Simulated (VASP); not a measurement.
# CsH (Fm-3m) in VASP: notebook

Runs on CsH. Level: LDA. Tasks: single point.

Program: VASP 6.6.1. These are calculated values, not measurements. Logs are shortened: lines on timing, memory, paths and dates and some standing lists are left out, and cuts for length are marked.

## Step 1: The cell of the first run

It takes space group Fm-3m (No. 225, cubic). The conventional cell has a = 5.866 Å, b = 5.866 Å, c = 5.866 Å, α = 90.00°, β = 90.00°, γ = 90.00°. Within 3.9 Å of Cs (site symmetry m-3m) lie 6 H at 2.93 Å. H (site symmetry m-3m) has 6 Cs at 2.93 Å within 3.9 Å.

## Step 2: Single point, LDA (strain -0.080 along x and y, -0.080 along z)

The input, INCAR:

```
SYSTEM = CsH
  ALGO = Normal
  EDIFF = 1E-6
  ENCUT = 520
  GGA = CA
  ISIF = 2
  ISMEAR = 0
  LASPH = .True.
  LCHARG = .False.
  LREAL = .False.
  LWAVE = .False.
  NBANDS = 12
  NELM = 80
  PREC = Accurate
  SIGMA = 0.05
```

The input, KPOINTS:

```
k-points
0
Gamma
  8 8 8
  0 0 0
```

The input, POSCAR:

```
CsH
1.0
    0.0000000000      2.9329600000      2.9329600000
    2.9329600000      0.0000000000      2.9329600000
    2.9329600000      2.9329600000      0.0000000000
Cs H
1 1
Direct
    0.0000000000      0.0000000000      0.0000000000
    0.5000000000      0.5000000000      0.5000000000
```

Potentials or basis: VASP PAW LDA potentials, release 64 (Cs_sv, H).

Run with:

```bash
$ cat potpaw_LDA.64/Cs_sv/POTCAR potpaw_LDA.64/H/POTCAR > POTCAR
$ mpirun -np 1 vasp_std > vasp.out
```

OUTCAR:

```text
SYSTEM = CsH
   EDIFF = 1E-6
   ENCUT = 520
   GGA = CA
   ISIF = 2
   ISMEAR = 0
   LASPH = .True.
   LREAL = .False.
   NELM = 80
   PREC = Accurate

 ion  position               nearest neighbor table
   1  0.000  0.000  0.000-
   2  0.500  0.500  0.500-

  LATTYP: Found a face centered cubic cell.
 ALAT       =     5.8659200000

  Lattice vectors:

 A1 = (   0.0000000000,   2.9329600000,   2.9329600000)
 A2 = (   2.9329600000,   0.0000000000,   2.9329600000)
 A3 = (   2.9329600000,   2.9329600000,   0.0000000000)

Analysis of symmetry for initial positions (statically):
=====================================================================
 Subroutine PRICEL returns:
 Original cell was already a primitive cell.

 Routine SETGRP: Setting up the symmetry group for a
 face centered cubic supercell.

 Subroutine GETGRP returns: Found 48 space group operations
 (whereof 48 operations were pure point group operations)
 out of a pool of 48 trial point group operations.

The static configuration has the point symmetry O_h .

Analysis of symmetry for dynamics (positions and initial velocities):
=====================================================================
 Subroutine PRICEL returns:
 Original cell was already a primitive cell.

 Routine SETGRP: Setting up the symmetry group for a
 face centered cubic supercell.

 Subroutine GETGRP returns: Found 48 space group operations
 (whereof 48 operations were pure point group operations)
 out of a pool of 48 trial point group operations.

The dynamic configuration has the point symmetry O_h .

 Subroutine INISYM returns: Found 48 space group operations
 (whereof 48 operations are pure point group operations),
 and found     1 'primitive' translations

----------------------------------------------------------------------------------------

                                     Primitive cell

  volume of cell :      50.4601

  direct lattice vectors                    reciprocal lattice vectors
     0.000000000  2.932960000  2.932960000    -0.170476242  0.170476242  0.170476242
     2.932960000  0.000000000  2.932960000     0.170476242 -0.170476242  0.170476242
     2.932960000  2.932960000  0.000000000     0.170476242  0.170476242 -0.170476242

  length of vectors
     4.147831810  4.147831810  4.147831810     0.295273513  0.295273513  0.295273513

  position of ions in fractional coordinates (direct lattice)
     0.000000000  0.000000000  0.000000000
     0.500000000  0.500000000  0.500000000

  ion indices of the primitive-cell ions
   primitive index   ion index
                 1           1
                 2           2

----------------------------------------------------------------------------------------

 KPOINTS: k-points

Automatic generation of k-mesh.
 Grid dimensions read from file:
 generate k-points for:    8    8    8

 Generating k-lattice:

  Cartesian coordinates                     Fractional coordinates (reciprocal lattice)
    -0.021309530  0.021309530  0.021309530     0.125000000  0.000000000  0.000000000
     0.021309530 -0.021309530  0.021309530     0.000000000  0.125000000  0.000000000
     0.021309530  0.021309530 -0.021309530     0.000000000  0.000000000  0.125000000

  Length of vectors
     0.036909189  0.036909189  0.036909189

  Shift w.r.t. Gamma in fractional coordinates (k-lattice)
     0.000000000  0.000000000  0.000000000

 Subroutine IBZKPT returns following result:
 ===========================================

 Found     29 irreducible k-points:

 Following reciprocal coordinates:
            Coordinates               Weight
  0.000000  0.000000  0.000000      1.000000
  0.125000  0.000000  0.000000      8.000000
  0.250000  0.000000  0.000000      8.000000
  0.375000  0.000000  0.000000      8.000000
  0.500000  0.000000  0.000000      4.000000
  0.125000  0.125000  0.000000      6.000000
[... 16 lines left out ...]
  0.500000  0.250000  0.125000     48.000000
 -0.375000  0.250000  0.125000     24.000000
 [... further k-points ...]
   k-points           NKPTS =     29   k-points in BZ     NKDIM =     29   number of bands    NBANDS=     12
   number of dos      NEDOS =    301   number of ions     NIONS =      2
   total plane-waves  NPLWV =  32768
   dimension x,y,z NGX =    32 NGY =   32 NGZ =   32
   dimension x,y,z NGXF=    64 NGYF=   64 NGZF=   64
   ions per type =               1   1
   NGX,Y,Z   is equivalent  to a cutoff of  12.83, 12.83, 12.83 a.u.
   NGXF,Y,Z  is equivalent  to a cutoff of  25.65, 25.65, 25.65 a.u.
 SYSTEM =  CsH
   PREC   = accura    normal or accurate (medium, high low for compatibility)
   ISTART =      0    job   : 0-new  1-cont  2-samecut
   ICHARG =      2    charge: 1-file 2-atom 10-const
   ISPIN  =      1    spin polarized calculation?
   LNONCOLLINEAR =      F non collinear calculations
   LSORBIT =      F    spin-orbit coupling
   LASPH  =      T    aspherical Exc in radial PAW
   ENCUT  =  520.0 eV  38.22 Ry    6.18 a.u.   7.71  7.71  7.71*2*pi/ulx,y,z
   NELM   =     80;   NELMIN=  2; NELMDL= -5     # of ELM steps
   EDIFF  = 0.1E-05   stopping-criterion for ELM
   LREAL  =      F    real-space projection
   EDIFFG = 0.1E-04   stopping-criterion for IOM
   NSW    =      0    number of steps for IOM
   IBRION =     -1    ionic relax: 0-MD 1-quasi-New 2-CG
   NFREE  =      0    steps in history (QN), initial steepest desc. (CG)
   ISIF   =      2    stress and relaxation
   ISYM   =      2    0-nonsym 1-usesym 2-fastsym
   POTIM  = 0.5000    time-step for ionic-motion
   TEBEG  =    0.0;   TEEND  =   0.0 temperature during run
   PSTRESS=    0.0 pullay stress
   NELECT =      10.0000    total number of electrons
   NUPDOWN=      -1.0000    fix difference up-down
   EMIN   =  10.00;   EMAX   =-10.00  energy-range for DOS
   EFERMI =   0.00;   METHOD = LEGACY
   ISMEAR =     0;   SIGMA  =   0.05  broadening in eV -4-tet -1-fermi 0-gaus
   EFERMI_NEDOS =   21; number of points for ismear=-14 and -15
   IALGO  =     38    algorithm
   IMIX   =      4    mixing-type and parameters
     AMIX     =   0.40;   BMIX     =  1.00
     AMIX_MAG =   1.60;   BMIX_MAG =  1.00
  volume/ion in A,a.u.               =      25.23       170.26
  Fermi-wavevector in a.u.,A,eV,Ry     =   0.954462  1.803672 12.394879  0.910998
  Thomas-Fermi vector in A             =   2.083211
   LORBIT       =      0    0 simple, 1 ext, 2 COOP (PROOUT), +10 PAW based schemes
   GGA     = CA    functional components
   LHFCALC =     F    Hartree Fock is set to
   AEXX    =    0.0000 exact exchange contribution
   IVDW    =     0    specifies the selected vdW correction
   LEPSILON=     F    determine dielectric tensor
   LRPA    =     F    only Hartree local field effects (RPA)
 non-spin polarized calculation
 Gauss-broadening in eV      SIGMA  =   0.05
  energy-cutoff  :      520.00
  volume of cell :       50.46
 maximum number of plane-waves:      1380
   NGX = 15   NGY = 15   NGZ = 15

 number of electron      10.0000000 magnetization

 number of electron       9.9999999 magnetization

 Free energy of the ion-electron system (eV)
  ---------------------------------------------------
  ext. energy  EPLUGINS =         0.00000000
  ---------------------------------------------------
  free energy    TOTEN  =        -4.88773225 eV

  energy without entropy =       -4.88773225  energy(sigma->0) =       -4.88773225

 E-fermi :   1.7924     XC(G=0):  -8.4733

 val. band max:        1.5026456202   @ k =   0.5000   0.0000   0.0000
 cond. band min:       2.9891774950   @ k =   0.5000   0.0000   0.0000
 fundamental gap:      1.4865318748
 Fermi energy:         1.7923945743

 k-point     1 :       0.0000    0.0000    0.0000
  band No.  band energies     occupation
      1     -20.2774      2.00000
      2      -6.3430      2.00000
      3      -6.3430      2.00000
      4      -6.3430      2.00000
      5      -0.9589      2.00000
      6       6.3285      0.00000
      7       6.3285      0.00000
      8       6.3285      0.00000
      9       8.0288      0.00000
     10       8.6697      0.00000
     11       8.6697      0.00000
     12      10.0946      0.00000

 k-point     2 :       0.1250    0.0000    0.0000
  band No.  band energies     occupation
      1     -20.2475      2.00000
      2      -6.6572      2.00000
      3      -6.3709      2.00000
      4      -6.3709      2.00000
      5      -0.5736      2.00000
      6       5.7735      0.00000
      7       6.4836      0.00000
      8       6.4836      0.00000
      9       7.6245      0.00000
     10       8.2158      0.00000
     11       8.2158      0.00000
     12      10.9980      0.00000

 k-point     3 :       0.2500    0.0000    0.0000
  band No.  band energies     occupation
      1     -20.1736      2.00000
      2      -7.2983      2.00000
      3      -6.4366      2.00000
      4      -6.4366      2.00000
      5       0.2541      2.00000
      6       4.6164      0.00000
      7       6.4035      0.00000
      8       6.4035      0.00000
      9       7.6252      0.00000
     10       8.3128      0.00000
     11       8.3128      0.00000
     12      12.9886      0.00000
[... 286 lines left out ...]
 k-point    23 :       0.5000    0.2500    0.1250
  band No.  band energies     occupation
      1     -20.0572      2.00000
      2      -7.6854      2.00000
      3      -6.9212      2.00000
      4      -6.6244      2.00000
      5       0.6484      2.00000
      6       4.2847      0.00000
      7       5.3825      0.00000
      8       6.8204      0.00000
      9       8.5354      0.00000
     10       9.8907      0.00000
     11      11.2819      0.00000
     12      12.3306      0.00000

 k-point    24 :      -0.3750    0.2500    0.1250
  band No.  band energies     occupation
      1     -20.0313      2.00000
      2      -7.7996      2.00000
      3      -6.9734      2.00000
      4      -6.6747      2.00000
      5       0.7354      2.00000
      6       4.0302      0.00000
      7       5.7907      0.00000
      8       6.6877      0.00000
      9       9.3287      0.00000
     10       9.5252      0.00000
     11      11.6520      0.00000
     12      11.8232      0.00000

 [... further k-points ...]
[... 5 lines left out ...]
  --------------------------------------------------------------------------------------
  -------------------------------------------------------------------------------------
  Total        0.5805449      0.5805449      0.5805449      0.0000000      0.0000000      0.0000000
  in kB       18.4330844     18.4330844     18.4330844      0.0000000      0.0000000      0.0000000
  external PRESSURE =      18.4330844 kB  Pullay stress =       0.0000000 kB

 VOLUME and BASIS-vectors are now :
 -----------------------------------------------------------------------------
  energy-cutoff  :      520.00
  volume of cell :       50.46
      direct lattice vectors                 reciprocal lattice vectors
     0.000000000  2.932960000  2.932960000    -0.170476242  0.170476242  0.170476242
     2.932960000  0.000000000  2.932960000     0.170476242 -0.170476242  0.170476242
     2.932960000  2.932960000  0.000000000     0.170476242  0.170476242 -0.170476242

 POSITION                                       TOTAL-FORCE (eV/Angst)
 -----------------------------------------------------------------------------------
      0.00000      0.00000      0.00000         0.000000     -0.000000     -0.000000
      2.93296      2.93296      2.93296         0.000000      0.000000      0.000000
 -----------------------------------------------------------------------------------
    total drift:                                0.000000     -0.000000     -0.000000

  FREE ENERGIE OF THE ION-ELECTRON SYSTEM (eV)
  ---------------------------------------------------
  free  energy   TOTEN  =        -4.8877322505 eV

  energy  without entropy=       -4.8877322505  energy(sigma->0) =       -4.88773225
```

It took 9 s on 1 thread of AMD EPYC 9R14 (Zen 4), shared host; peak memory 0.12 GiB.

What came out:

| Item | Value |
| --- | --- |
| Free energy | -4.8877 eV |
| Pressure | 1.8 GPa |
| Band gap on the k mesh | 1.49 eV, direct |

Caveat: the cell differs from its parent crystal (strain -0.080 along x and y, -0.080 along z); spin-orbit coupling is left out, which moves the levels of the heavy elements. A k mesh can miss the band edges.

## Step 3: Single point, LDA (strain -0.040 along x and y, -0.040 along z)

The input, INCAR:

```
SYSTEM = CsH
PREC = Accurate
ENCUT = 520
EDIFF = 1E-7
ISMEAR = 0
SIGMA = 0.05
LREAL = .FALSE.
LASPH = .TRUE.
NELM = 60
ALGO = Normal
ISIF = 2
LWAVE = .FALSE.
LCHARG = .FALSE.
NBANDS = 12
```

The input, KPOINTS:

```
regular mesh
0
G
  8 8 8
  0 0 0
```

The input, POSCAR:

```
CsH
1.0
    0.0000000000      3.0604800000      3.0604800000
    3.0604800000      0.0000000000      3.0604800000
    3.0604800000      3.0604800000      0.0000000000
Cs H
1 1
Direct
    0.0000000000      0.0000000000      0.0000000000
    0.5000000000      0.5000000000      0.5000000000
```

Potentials or basis: VASP PAW LDA potentials, release 64 (Cs_sv, H).

Run with:

```bash
$ cat potpaw_LDA.64/Cs_sv/POTCAR potpaw_LDA.64/H/POTCAR > POTCAR
$ mpirun -np 1 vasp_std > vasp.out
```

Run time: 10 s. Hardware: 1 thread of AMD EPYC 9R14 (Zen 4), shared host; peak memory 0.13 GiB.

It converged, with:

```
Free energy            : -4.9234 eV
Pressure               : -0.1 GPa
Band gap on the k mesh : 1.74 eV, direct
```

Levels at points of the mesh, in eV from the valence-band top:
| k point | band 2 | band 3 | band 4 | band 5 | band 6 | band 7 | band 8 | band 9 |
| --- | --- | --- | --- | --- | --- | --- | --- | --- |
| (0.00, 0.00, 0.00) | -7.85 | -7.85 | -7.85 | -2.15 | 4.93 | 4.93 | 4.93 | 6.08 |
| (0.50, 0.00, 0.00) | -9.07 | -7.98 | -7.98 | 0.00 | 1.74 | 4.46 | 4.46 | 7.36 |
| (0.50, 0.50, 0.00) | -8.89 | -8.24 | -8.24 | -1.62 | 2.56 | 5.79 | 8.43 | 8.55 |

Caveat: the cell differs from its parent crystal (strain -0.040 along x and y, -0.040 along z); spin-orbit coupling is left out, which moves the levels of the heavy elements.
